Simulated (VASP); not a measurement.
# Te4W (R-3m) in VASP: a series of runs, part 2 of 2

VASP 6.6.1. Earlier steps stand in the parts before.

### 3 Single point, PBE

This run uses another cell than the first one, of 36.18 Å³/atom.

Contents of INCAR:

```
SYSTEM = Te4W
PREC = Accurate ; ENCUT = 520
EDIFF = 1E-6 ; ISMEAR = 0
SIGMA = 0.1 ; LREAL = .False.
LASPH = .True. ; NELM = 60
ALGO = Normal ; ISIF = 2
LWAVE = .False. ; LCHARG = .False.
GGA = PE ; NBANDS = 27
```

Contents of KPOINTS:

```
regular mesh
0
Gamma
  3 3 3
  0 0 0
```

Contents of POSCAR:

```
Te4W
1.0
    3.0641713998      1.7691001805      5.5620399692
   -3.0641713998      1.7691001805      5.5620399692
    0.0000000000     -3.5382003670      5.5620399673
Te W
4 1
Direct
    0.5000000000      0.5000000000      0.0000000000
    0.0000000000      0.5000000000      0.5000000000
    0.5000000000      0.0000000000      0.5000000000
    0.5000000000      0.5000000000      0.5000000000
    0.0000000000      0.0000000000      0.0000000000
```

Potentials or basis: VASP PAW PBE potentials, release 64 (Te, W_sv).

On the command line:

```console
> cat potpaw_PBE.64/Te/POTCAR potpaw_PBE.64/W_sv/POTCAR > POTCAR
> mpirun -np 1 vasp_std > vasp.out
```

OUTCAR:

```text
SYSTEM = Te4W
   PREC = Accurate
   ENCUT = 520
   EDIFF = 1E-6
   ISMEAR = 0
   LREAL = .False.
   LASPH = .True.
   NELM = 60
   ISIF = 2
   GGA = PE

 ion  position               nearest neighbor table
   1  0.500  0.500  0.000-   2 3.06   3 3.06   3 3.06   2 3.06   5 3.06   5 3.06   4 3.30   4 3.30

   2  0.000  0.500  0.500-   1 3.06   5 3.06   5 3.06   1 3.06   3 3.06   3 3.06   4 3.30   4 3.30

   3  0.500  0.000  0.500-   1 3.06   5 3.06   1 3.06   5 3.06   2 3.06   2 3.06   4 3.30   4 3.30

   4  0.500  0.500  0.500-   1 3.30   1 3.30   3 3.30   2 3.30   3 3.30   2 3.30
   5  0.000  0.000  0.000-   2 3.06   3 3.06   2 3.06   3 3.06   1 3.06   1 3.06

  LATTYP: Found a trigonal (rhomboedric) cell.
 ALAT       =     6.5920520656
 COS(alpha) =     0.5678695725

  Lattice vectors:

 A1 = (   3.0641713998,   1.7691001805,   5.5620399692)
 A2 = (  -3.0641713998,   1.7691001805,   5.5620399692)
 A3 = (   0.0000000000,  -3.5382003670,   5.5620399673)

Analysis of symmetry for initial positions (statically):
=====================================================================
[... 161 lines left out ...]

 val. band max:        4.6765883630   @ k =   0.3333   0.3333   0.3333
 cond. band min:       4.7253573439   @ k =   0.3333   0.3333  -0.0000
 fundamental gap:      0.0487689809
 Fermi energy:         4.6928824462

 k-point     1 :       0.0000    0.0000    0.0000
  band No.  band energies     occupation
      1     -69.7199      2.00000
      2     -33.8925      2.00000
      3     -33.8450      2.00000
      4     -33.8450      2.00000
      5      -9.1126      2.00000
      6      -5.6016      2.00000
[... 169 lines left out ...]
     26       7.9021      0.00000
     27       8.3822      0.00000

------------------------ aborting loop because EDIFF is reached ----------------------------------------

  FORCE on cell =-STRESS in cart. coord.  units (eV):
  Direction    XX          YY          ZZ          XY          YZ          ZX
  --------------------------------------------------------------------------------------
  -------------------------------------------------------------------------------------
  Total        0.0041717      0.0041717      0.1107149      0.0000000     -0.0000000      0.0000000
  in kB        0.0369467      0.0369467      0.9805416      0.0000000     -0.0000000      0.0000000
  external PRESSURE =       0.3514783 kB  Pullay stress =       0.0000000 kB

 VOLUME and BASIS-vectors are now :
 -----------------------------------------------------------------------------
  energy-cutoff  :      520.00
  volume of cell :      180.91
      direct lattice vectors                 reciprocal lattice vectors
     3.064171400  1.769100180  5.562039969     0.163176251  0.094209852  0.059930050
    -3.064171400  1.769100180  5.562039969    -0.163176251  0.094209852  0.059930050
     0.000000000 -3.538200367  5.562039967     0.000000000 -0.188419704  0.059930050

 POSITION                                       TOTAL-FORCE (eV/Angst)
 -----------------------------------------------------------------------------------
      0.00000      1.76910      5.56204         0.000000      0.000000      0.000000
     -1.53209     -0.88455      5.56204         0.000000     -0.000000     -0.000000
      1.53209     -0.88455      5.56204         0.000000      0.000000      0.000000
      0.00000     -0.00000      8.34306         0.000000      0.000000     -0.000000
      0.00000      0.00000      0.00000        -0.000000      0.000000      0.000000
 -----------------------------------------------------------------------------------
    total drift:                                0.000000     -0.000000     -0.000000

  FREE ENERGIE OF THE ION-ELECTRON SYSTEM (eV)
  ---------------------------------------------------
  free  energy   TOTEN  =       -18.5301864422 eV

  energy  without entropy=      -18.4813424590  energy(sigma->0) =      -18.50576445
```

OSZICAR:

```text
N       E                     dE             d eps       ncg     rms          rms(c)
DAV:   1     0.218808530596E+03    0.21881E+03   -0.15716E+04   364   0.121E+03
DAV:   2    -0.243202260280E+01   -0.22124E+03   -0.21465E+03   395   0.250E+02
DAV:   3    -0.193583370310E+02   -0.16926E+02   -0.16417E+02   416   0.612E+01
DAV:   4    -0.199843077469E+02   -0.62597E+00   -0.61549E+00   421   0.115E+01
DAV:   5    -0.200018077272E+02   -0.17500E-01   -0.17472E-01   460   0.207E+00    0.203E+01
DAV:   6    -0.279484209524E+02   -0.79466E+01   -0.10130E+02   336   0.195E+01    0.183E+01
DAV:   7    -0.185727282597E+02    0.93757E+01   -0.23117E+01   335   0.210E+01    0.802E+00
DAV:   8    -0.185420740498E+02    0.30654E-01   -0.18854E+00   352   0.457E+00    0.577E+00
DAV:   9    -0.185354863501E+02    0.65877E-02   -0.10798E-01   382   0.152E+00    0.309E+00
DAV:  10    -0.185328351377E+02    0.26512E-02   -0.88789E-03   393   0.359E-01    0.271E+00
DAV:  11    -0.185310793618E+02    0.17558E-02   -0.73038E-03   346   0.208E-01    0.122E+00
DAV:  12    -0.185304971538E+02    0.58221E-03   -0.41020E-03   349   0.189E-01    0.453E-01
DAV:  13    -0.185302556843E+02    0.24147E-03   -0.33489E-03   386   0.117E-01    0.182E-01
DAV:  14    -0.185301816235E+02    0.74061E-04   -0.52855E-04   364   0.802E-02    0.798E-02
DAV:  15    -0.185302296436E+02   -0.48020E-04   -0.35364E-04   365   0.343E-02    0.891E-02
DAV:  16    -0.185301859394E+02    0.43704E-04   -0.25644E-04   351   0.314E-02    0.243E-02
DAV:  17    -0.185301871851E+02   -0.12458E-05   -0.79010E-06   347   0.101E-02    0.613E-03
DAV:  18    -0.185301864422E+02    0.74290E-06   -0.27942E-06   162   0.385E-03
   1 F= -.18530186E+02 E0= -.18505764E+02  d E =-.488440E-01
```

stdout:

```text
POSCAR found type information on POSCAR TeW
 POSCAR found :  2 types and       5 ions
 scaLAPACK will be used
 LDA part: xc-table for (Slater+PW92), standard interpolation
 POSCAR, INCAR and KPOINTS ok, starting setup
 FFT: planning ... GRIDC
 FFT: planning ... GRID_SOFT
 FFT: planning ... GRID
 WAVECAR not read
 entering main loop
```

Run time: 26 s. Hardware: 1 thread of Intel Xeon 6975P-C (Granite Rapids), shared host; peak memory 0.33 GiB.

Results:

* Free energy: -18.5302 eV
* Pressure: 0.0 GPa
* Band gap on the k mesh: zero (bands 19 and 20 overlap by 0.21 eV)

Stress tensor (GPa, compression positive):
```
0.00 0.00 0.00
0.00 0.00 0.00
0.00 0.00 0.10
```

Caveat: the k points lie up to 0.41 Å⁻¹ apart; spin-orbit coupling is left out, which moves the levels of the heavy elements.

### 4 Relaxation of cell and atoms, PBE

Contents of INCAR:

```
PREC = Accurate
ENCUT = 600
EDIFF = 1E-6
ISMEAR = 0
SIGMA = 0.1
LREAL = F
LASPH = T
NELM = 100
ALGO = Normal
ISIF = 3
LWAVE = F
LCHARG = F
GGA = PE
IBRION = 2
NSW = 90
EDIFFG = -0.04
```

Contents of KPOINTS:

```
regular mesh
0
Gamma
  3 3 3
```

POSCAR, as its differences from that of step 3:

```diff
@@ -2,5 +2,5 @@
 1.0
-    3.0641713998      1.7691001805      5.5620399692
-   -3.0641713998      1.7691001805      5.5620399692
-    0.0000000000     -3.5382003670      5.5620399673
+    3.1106742100      1.7959485900      4.7143456700
+   -3.1106742100      1.7959485900      4.7143456700
+    0.0000000000     -3.5918971900      4.7143456700
 Te W
```

On the command line:

```console
> cat potpaw_PBE.64/Te/POTCAR potpaw_PBE.64/W_sv/POTCAR > POTCAR
> mpirun -np 1 vasp_std > vasp.out
```

It took 2 min on 1 thread of Intel Xeon 6975P-C (Granite Rapids), shared host; peak memory 0.34 GiB.

Results (log left out):

```
Free energy                           : -18.5287 eV
Relaxed volume                        : 36.16 Å³/atom
Relaxed cell                          : a = 6.591 Å, b = 6.591 Å, c = 6.591 Å, α = 55.40°, β = 55.40°, γ = 55.40°
Space group after relaxing (to 0.1 Å) : R-3m (No. 166)
Energy gained by relaxing             : 179.8 meV/atom
Ionic steps                           : 7
Pressure after relaxing               : 0.1 GPa
Band gap on the k mesh                : zero (bands 19 and 20 overlap by 0.21 eV)
```

Stress tensor (GPa, compression positive):
```
0.03 0.00 0.00
0.00 0.03 0.00
0.00 0.00 0.12
```

The path:
| step | energy change (eV) | largest force (eV/Å) | pressure (GPa) | volume (Å³) |
| --- | --- | --- | --- | --- |
| 1 | 0.0000 | 0.0000 | 4.90 | 158.02 |
| 2 | -0.6195 | 0.0000 | -1.41 | 180.84 |
| 3 | -0.6350 | 0.0000 | -2.28 | 186.12 |
| 4 | -0.8927 | 0.0000 | -0.09 | 183.02 |
| 5 | -0.8960 | 0.0000 | -0.40 | 183.38 |
| 6 | -0.8958 | 0.0000 | -0.45 | 183.45 |
| 7 | -0.8988 | 0.0000 | 0.06 | 180.82 |

Final structure:
```xyz
5
Lattice="3.0638 1.7689 5.5606 -3.0638 1.7689 5.5606 0.0000 -3.5378 5.5606" Properties=species:S:1:pos:R:3 pbc="T T T"
Te    0.0000    1.7689    5.5606
Te   -1.5319   -0.8844    5.5606
Te    1.5319   -0.8844    5.5606
Te    0.0000    0.0000    8.3409
W     0.0000    0.0000    0.0000
```

Levels at points of the mesh, in eV from the Fermi level:
```csv
k point,band 15,band 16,band 17,band 18,band 19,band 20,band 21,band 22,band 23
"(0.00, 0.00, 0.00)",-1.04,-0.44,-0.44,-0.12,0.05,0.05,1.46,1.46,1.64
```

Caveat: the k points lie up to 0.41 Å⁻¹ apart in the final cell; spin-orbit coupling is left out, which moves the levels of the heavy elements.

### 5 Overview

| task | cell | cutoff (eV) | gap on the mesh (eV) | pressure (GPa) |
| --- | --- | --- | --- | --- |
| single point | a = 5.927 Å, angles 63.3°, 5 atoms | 520 | none | 4.9 |
| single point | a = 6.592 Å, angles 55.4°, 5 atoms | 520 | none | 0.0 |
| relaxation of cell and atoms | relaxed from a = 5.927 Å, angles 63.3°, 5 atoms | 600 | none | 0.1 |

Alike in all rows: level PBE; potentials or basis VASP PAW PBE potentials, release 64 (Te, W_sv); no spin polarisation; k mesh 3 × 3 × 3; smearing gaussian 0.1 eV.

Caveats: all runs use coarse meshes; spin-orbit coupling is left out, which moves the levels of the heavy elements.

Absolute energies hang on the potentials; compare differences alone.
